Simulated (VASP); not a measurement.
# SiO2 (I-42d) in VASP: further runs

The runs below take SiO2 through single point, with PBE.

All numbers are computed with VASP 6.6.1; they aren't measurements. Logs are shortened: lines on timing, memory, paths and dates and some standing lists are left out, and cuts for length are marked.

**1. The cell of the first run**

It takes space group I-42d (No. 122, tetragonal). Conventional cell: a = 4.716 Å, b = 4.716 Å, c = 7.438 Å, α = 90.00°, β = 90.00°, γ = 90.00°. Si (site symmetry -4) has 4 O at 1.61 Å within 2.1 Å. O (site symmetry 2) has 2 Si at 1.61 Å within 2.1 Å.

**2. Single point, PBE (13.79 Å³/atom)**

File INCAR:

```
SYSTEM = SiO2
ALGO = Normal
EDIFF = 1E-6
ENCUT = 520
GGA = PE
ISIF = 2
ISMEAR = -1
LASPH = .True.
LCHARG = .True.
LELF = .True.
LREAL = .False.
LVHAR = .True.
LWAVE = .False.
NBANDS = 25
NELM = 100
PREC = Accurate
SIGMA = 0.03
```

File KPOINTS:

```
k-points
0
Gamma
  7 7 7
  0 0 0
```

File POSCAR:

```
SiO2
1.0
   -2.3581162984      2.3581162984      3.7188717261
    2.3581162984     -2.3581162984      3.7188717261
    2.3581162984      2.3581162984     -3.7188717261
Si O
2 4
Direct
    0.0000000000      0.0000000000      0.0000000000
    0.7500000000      0.2500000000      0.5000000000
    0.9983800000      0.6250000000      0.8733800000
    0.3750000000      0.2483800000      0.3733800000
    0.7516200000      0.1250000000      0.1266200000
    0.8750000000      0.0016200000      0.6266200000
```

Potentials or basis: VASP PAW PBE potentials, release 64 (Si, O).

Started as:

```
$ cat potpaw_PBE.64/Si/POTCAR potpaw_PBE.64/O/POTCAR > POTCAR
$ mpirun -np 1 vasp_std > vasp.out
```

OUTCAR:

```text
SYSTEM = SiO2
   EDIFF = 1E-6
   ENCUT = 520
   GGA = PE
   ISIF = 2
   ISMEAR = -1
   LASPH = .True.
   LREAL = .False.
   NELM = 100
   PREC = Accurate

 ion  position               nearest neighbor table
   1  0.000  0.000  0.000-   3 1.61   4 1.61   5 1.61   6 1.61   2 3.00   2 3.00   2 3.00   2 3.00

   2  0.750  0.250  0.500-   3 1.61   4 1.61   5 1.61   6 1.61   1 3.00   1 3.00   1 3.00   1 3.00

   3  0.998  0.625  0.873-   1 1.61   2 1.61
   4  0.375  0.248  0.373-   1 1.61   2 1.61
   5  0.752  0.125  0.127-   1 1.61   2 1.61
   6  0.875  0.002  0.627-   1 1.61   2 1.61

  LATTYP: Found a body centered tetragonal cell.
 ALAT       =     4.7162325968
 C/A-ratio  =     1.5770518734

  Lattice vectors:

 A1 = (  -2.3581162984,   2.3581162984,   3.7188717261)
 A2 = (   2.3581162984,  -2.3581162984,   3.7188717261)
 A3 = (   2.3581162984,   2.3581162984,  -3.7188717261)

Analysis of symmetry for initial positions (statically):
=====================================================================
 Subroutine PRICEL returns:
 Original cell was already a primitive cell.

 Routine SETGRP: Setting up the symmetry group for a
 body centered tetragonal supercell.

 Subroutine GETGRP returns: Found  8 space group operations
 (whereof  4 operations were pure point group operations)
 out of a pool of 16 trial point group operations.

The static configuration has the point symmetry S_4 .
 The point group associated with its full space group is D_2d.

Analysis of symmetry for dynamics (positions and initial velocities):
=====================================================================
 Subroutine PRICEL returns:
 Original cell was already a primitive cell.

 Routine SETGRP: Setting up the symmetry group for a
 body centered tetragonal supercell.

 Subroutine GETGRP returns: Found  8 space group operations
 (whereof  4 operations were pure point group operations)
 out of a pool of 16 trial point group operations.

The dynamic configuration has the point symmetry S_4 .
 The point group associated with its full space group is D_2d.

 Subroutine INISYM returns: Found  8 space group operations
 (whereof  4 operations are pure point group operations),
 and found     1 'primitive' translations

----------------------------------------------------------------------------------------

                                     Primitive cell

  volume of cell :      82.7183

  direct lattice vectors                    reciprocal lattice vectors
    -2.358116298  2.358116298  3.718871726     0.000000000  0.212033648  0.134449381
     2.358116298 -2.358116298  3.718871726     0.212033648  0.000000000  0.134449381
     2.358116298  2.358116298 -3.718871726     0.212033648  0.212033648  0.000000000

  length of vectors
     4.995140826  4.995140826  4.995140826     0.251067528  0.251067528  0.299860860

  position of ions in fractional coordinates (direct lattice)
     0.000000000  0.000000000  0.000000000
     0.750000000  0.250000000  0.500000000
     0.998380000  0.625000000  0.873380000
     0.375000000  0.248380000  0.373380000
     0.751620000  0.125000000  0.126620000
     0.875000000  0.001620000  0.626620000

  ion indices of the primitive-cell ions
   primitive index   ion index
                 1           1
                 2           2
                 3           3
                 4           4
                 5           5
                 6           6

----------------------------------------------------------------------------------------

 KPOINTS: k-points

Automatic generation of k-mesh.
 Grid dimensions read from file:
 generate k-points for:    7    7    7

 Generating k-lattice:

  Cartesian coordinates                     Fractional coordinates (reciprocal lattice)
     0.000000000  0.030290521  0.019207054     0.142857143  0.000000000  0.000000000
     0.030290521  0.000000000  0.019207054     0.000000000  0.142857143  0.000000000
     0.030290521  0.030290521  0.000000000     0.000000000  0.000000000  0.142857143

  Length of vectors
     0.035866790  0.035866790  0.042837266

  Shift w.r.t. Gamma in fractional coordinates (k-lattice)
     0.000000000  0.000000000  0.000000000

 Subroutine IBZKPT returns following result:
 ===========================================

 Found     40 irreducible k-points:

 Following reciprocal coordinates:
            Coordinates               Weight
  0.000000  0.000000  0.000000      1.000000
  0.142857  0.000000 -0.000000      8.000000
  0.285714  0.000000  0.000000      8.000000
  0.428571  0.000000  0.000000      8.000000
  0.142857  0.142857 -0.000000      8.000000
  0.285714  0.142857  0.000000     16.000000
[... 16 lines left out ...]
 -0.142857  0.285714  0.142857      8.000000
 -0.428571  0.428571  0.142857      8.000000
 [... further k-points ...]
   k-points           NKPTS =     40   k-points in BZ     NKDIM =     40   number of bands    NBANDS=     25
   number of dos      NEDOS =    301   number of ions     NIONS =      6
   total plane-waves  NPLWV =  64000
   dimension x,y,z NGX =    40 NGY =   40 NGZ =   40
   dimension x,y,z NGXF=    80 NGYF=   80 NGZF=   80
   ions per type =               2   4
   NGX,Y,Z   is equivalent  to a cutoff of  13.31, 13.31, 13.31 a.u.
   NGXF,Y,Z  is equivalent  to a cutoff of  26.63, 26.63, 26.63 a.u.
 SYSTEM =  SiO2
   PREC   = accura    normal or accurate (medium, high low for compatibility)
   ISTART =      0    job   : 0-new  1-cont  2-samecut
   ICHARG =      2    charge: 1-file 2-atom 10-const
   ISPIN  =      1    spin polarized calculation?
   LNONCOLLINEAR =      F non collinear calculations
   LSORBIT =      F    spin-orbit coupling
   LASPH  =      T    aspherical Exc in radial PAW
   ENCUT  =  520.0 eV  38.22 Ry    6.18 a.u.   9.29  9.29  9.29*2*pi/ulx,y,z
   NELM   =    100;   NELMIN=  2; NELMDL= -5     # of ELM steps
   EDIFF  = 0.1E-05   stopping-criterion for ELM
   LREAL  =      F    real-space projection
   EDIFFG = 0.1E-04   stopping-criterion for IOM
   NSW    =      0    number of steps for IOM
   IBRION =     -1    ionic relax: 0-MD 1-quasi-New 2-CG
   NFREE  =      0    steps in history (QN), initial steepest desc. (CG)
   ISIF   =      2    stress and relaxation
   ISYM   =      2    0-nonsym 1-usesym 2-fastsym
   POTIM  = 0.5000    time-step for ionic-motion
   TEBEG  =    0.0;   TEEND  =   0.0 temperature during run
   PSTRESS=    0.0 pullay stress
   NELECT =      32.0000    total number of electrons
   NUPDOWN=      -1.0000    fix difference up-down
   EMIN   =  10.00;   EMAX   =-10.00  energy-range for DOS
   EFERMI =   0.00;   METHOD = LEGACY
   ISMEAR =    -1;   SIGMA  =   0.03  broadening in eV -4-tet -1-fermi 0-gaus
   EFERMI_NEDOS =   21; number of points for ismear=-14 and -15
   IALGO  =     38    algorithm
   IMIX   =      4    mixing-type and parameters
     AMIX     =   0.40;   BMIX     =  1.00
     AMIX_MAG =   1.60;   BMIX_MAG =  1.00
  volume/ion in A,a.u.               =      13.79        93.04
  Fermi-wavevector in a.u.,A,eV,Ry     =   1.192864  2.254186 19.360065  1.422925
  Thomas-Fermi vector in A             =   2.328892
   LORBIT       =      0    0 simple, 1 ext, 2 COOP (PROOUT), +10 PAW based schemes
   GGA     = PE    functional components
   LHFCALC =     F    Hartree Fock is set to
   AEXX    =    0.0000 exact exchange contribution
   IVDW    =     0    specifies the selected vdW correction
   LEPSILON=     F    determine dielectric tensor
   LRPA    =     F    only Hartree local field effects (RPA)
 non-spin polarized calculation
  energy-cutoff  :      520.00
  volume of cell :       82.72
 maximum number of plane-waves:      2254
 NGX is ok and might be reduce to    40
   NGX = 19   NGY = 19   NGZ = 19

 number of electron      32.0000004 magnetization

 Free energy of the ion-electron system (eV)
  ---------------------------------------------------
  ext. energy  EPLUGINS =         0.00000000
  ---------------------------------------------------
  free energy    TOTEN  =       -47.33073066 eV

  energy without entropy =      -47.33073066  energy(sigma->0) =      -47.33073066

 E-fermi :   0.7408     XC(G=0):  -8.6292

 val. band max:        0.0116853496   @ k =   0.0000   0.0000   0.0000
 cond. band min:       6.1902501613   @ k =   0.0000   0.0000   0.0000
 fundamental gap:      6.1785648117
 Fermi energy:         0.7408221143

 k-point     1 :       0.0000    0.0000    0.0000
  band No.  band energies     occupation
      1     -19.1960      2.00000
      2     -17.0260      2.00000
      3     -17.0052      2.00000
      4     -17.0052      2.00000
      5      -8.8230      2.00000
      6      -5.3033      2.00000
[... 17 lines left out ...]
     24      13.9179      0.00000
     25      14.2890      0.00000

 k-point     2 :       0.1429    0.0000   -0.0000
  band No.  band energies     occupation
      1     -19.1301      2.00000
      2     -17.1221      2.00000
      3     -17.0276      2.00000
      4     -17.0049      2.00000
      5      -8.6748      2.00000
      6      -5.3594      2.00000
[... 17 lines left out ...]
     24      13.6733      0.00000
     25      14.2515      0.00000

 k-point     3 :       0.2857    0.0000    0.0000
  band No.  band energies     occupation
      1     -18.9528      2.00000
      2     -17.3908      2.00000
      3     -17.0435      2.00000
      4     -17.0122      2.00000
      5      -8.3074      2.00000
      6      -5.5466      2.00000
[... 552 lines left out ...]
 k-point    23 :      -0.1429    0.2857    0.1429
  band No.  band energies     occupation
      1     -18.8221      2.00000
      2     -17.5602      2.00000
      3     -17.0705      2.00000
      4     -17.0096      2.00000
      5      -8.0589      2.00000
      6      -5.7571      2.00000
[... 17 lines left out ...]
     24      12.7336      0.00000
     25      14.4984      0.00000

 k-point    24 :      -0.4286    0.4286    0.1429
  band No.  band energies     occupation
      1     -18.4263      2.00000
      2     -18.0058      2.00000
      3     -17.0804      2.00000
      4     -17.0605      2.00000
      5      -7.3131      2.00000
      6      -6.5821      2.00000
[... 17 lines left out ...]
     24      13.1758      0.00000
     25      13.4666      0.00000

 [... further k-points ...]

------------------------ aborting loop because EDIFF is reached ----------------------------------------

  FORCE on cell =-STRESS in cart. coord.  units (eV):
  Direction    XX          YY          ZZ          XY          YZ          ZX
  --------------------------------------------------------------------------------------
  -------------------------------------------------------------------------------------
  Total        4.1206932      4.1206932      3.2102934      0.0000000     -0.0000000      0.0000000
  in kB       79.8140285     79.8140285     62.1804245      0.0000000     -0.0000000      0.0000000
  external PRESSURE =      73.9361605 kB  Pullay stress =       0.0000000 kB

 VOLUME and BASIS-vectors are now :
 -----------------------------------------------------------------------------
  energy-cutoff  :      520.00
  volume of cell :       82.72
      direct lattice vectors                 reciprocal lattice vectors
    -2.358116298  2.358116298  3.718871726     0.000000000  0.212033648  0.134449381
     2.358116298 -2.358116298  3.718871726     0.212033648  0.000000000  0.134449381
     2.358116298  2.358116298 -3.718871726     0.212033648  0.212033648  0.000000000

 POSITION                                       TOTAL-FORCE (eV/Angst)
 -----------------------------------------------------------------------------------
      0.00000      0.00000      0.00000         0.000000     -0.000000     -0.000000
      0.00000      2.35812      1.85944         0.000000     -0.000000      0.000000
      1.17906      2.94001      2.78915         0.000000      0.402425      0.000000
      0.58189      1.17906      0.92972         0.402425     -0.000000      0.000000
     -1.17906      1.77623      2.78915         0.000000     -0.402425      0.000000
     -0.58189      3.53717      0.92972        -0.402425     -0.000000      0.000000
 -----------------------------------------------------------------------------------
    total drift:                                0.000002      0.000002      0.000002

  FREE ENERGIE OF THE ION-ELECTRON SYSTEM (eV)
  ---------------------------------------------------
  free  energy   TOTEN  =       -47.3307306591 eV

  energy  without entropy=      -47.3307306591  energy(sigma->0) =      -47.33073066
```

It took 79 s on 1 thread of Intel Xeon Platinum 8259CL at 2.50GHz (Skylake/Cascade Lake), shared host; peak memory 0.25 GiB.

Results:

| Quantity | Value |
| --- | --- |
| Free energy | -47.3307 eV |
| Pressure | 7.4 GPa |
| Largest force | 0.402 eV/Å |
| Band gap on the k mesh | 6.18 eV |

Forces on the atoms (eV/Å):
```
Si   0.000  0.000  0.000
Si   0.000  0.000  0.000
O    0.000  0.402  0.000
O    0.402  0.000  0.000
O    0.000 -0.402  0.000
O   -0.402  0.000  0.000
```

Caveat: the cell stands under pressure; an odd mesh through Γ misses points on the zone boundary, where band edges can lie.

(Continued in part 2 of 2.)
